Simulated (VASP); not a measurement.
CaSe:

```
CELL_PARAMETERS angstrom
0.00000 2.96753 2.96753
2.88800 0.00000 2.96753
2.88800 2.96753 0.00000
ATOMIC_POSITIONS crystal
Ca 0.00000 0.00000 0.00000
Se 0.50000 0.50000 0.50000
```

This cell differs from its parent crystal: uniaxial x strain -2.7%.

Base run:

- Program: VASP 6.6.1
- Functional: r2SCAN
- Potentials or basis: VASP PAW PBE potentials, release 64 (Ca_sv, Se)
- Cutoff: 520 eV
- k mesh: 8 × 8 × 8
- Occupations: gaussian, width 0.01 eV
- Spin: no spin polarisation

Its results: band gap on the k mesh 2.43 eV (least direct gap 3.36 eV); pressure 1.9 GPa.

The run is repeated on the same cell with these changes: functional from r2SCAN to PBE; occupations from gaussian, width 0.01 eV to fermi-dirac, width 0.02 eV. What comes out?

Band gap on the k mesh 1.96 eV (least direct gap 2.88 eV); pressure 2.3 GPa.

Caveats: the PAW data sets were made with another functional, which shifts forces and pressure a little (at least some runs).

A k mesh can miss the band edges.
